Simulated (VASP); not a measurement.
Here is a VASP 6.6.1 calculation.

INCAR

```
SYSTEM = Re
PREC = Accurate ; ENCUT = 560
EDIFF = 1E-6 ; ISMEAR = 0
SIGMA = 0.15 ; LREAL = .FALSE.
LASPH = .TRUE. ; NELM = 120
ALGO = Normal ; ISIF = 2
LWAVE = .FALSE. ; LCHARG = .FALSE.
GGA = PS ; NBANDS = 22
GGA_COMPAT = .FALSE.
```

KPOINTS

```
regular mesh
0
G
  18 18 10
  0 0 0
```

Contents of POSCAR:

```
Re
1.0
    2.7043653769      0.0000000000      0.0000000000
   -1.3521826885      2.3420491175      0.0000000000
    0.0000000000      0.0000000000      4.3690872859
Re
2
Direct
    0.3333333333      0.6666666667      0.2031878430
    0.6666666667      0.3333333333      0.7968121570
```

Potentials or basis: VASP PAW PBE potentials, release 64 (Re_sv_GW).

Run with:

```sh
$ cat potpaw_PBE.64/Re_sv_GW/POTCAR > POTCAR
$ mpirun -np 1 vasp_std > vasp.out
```

**Question.** Predict the band gap on the k mesh.

**Answer.** Zero (bands 15 and 16 overlap by 3.17 eV).

**Question.** What does it give for the pressure?

**Answer.** 57.6 GPa.

**Question.** Predict the largest force.

**Answer.** 8.668 eV/Å.

Stress tensor (GPa, compression positive):
```
50.85  0.00  0.00
 0.00 50.85  0.00
 0.00  0.00 70.98
```

Caveat: the cell differs from its parent crystal (atoms displaced along a vibrational mode, the cell strained); the stress differs along the axes, from 51 to 71 GPa; the PAW data sets were made with another functional, which shifts forces and pressure a little; spin-orbit coupling is left out, which moves the levels of the heavy elements.
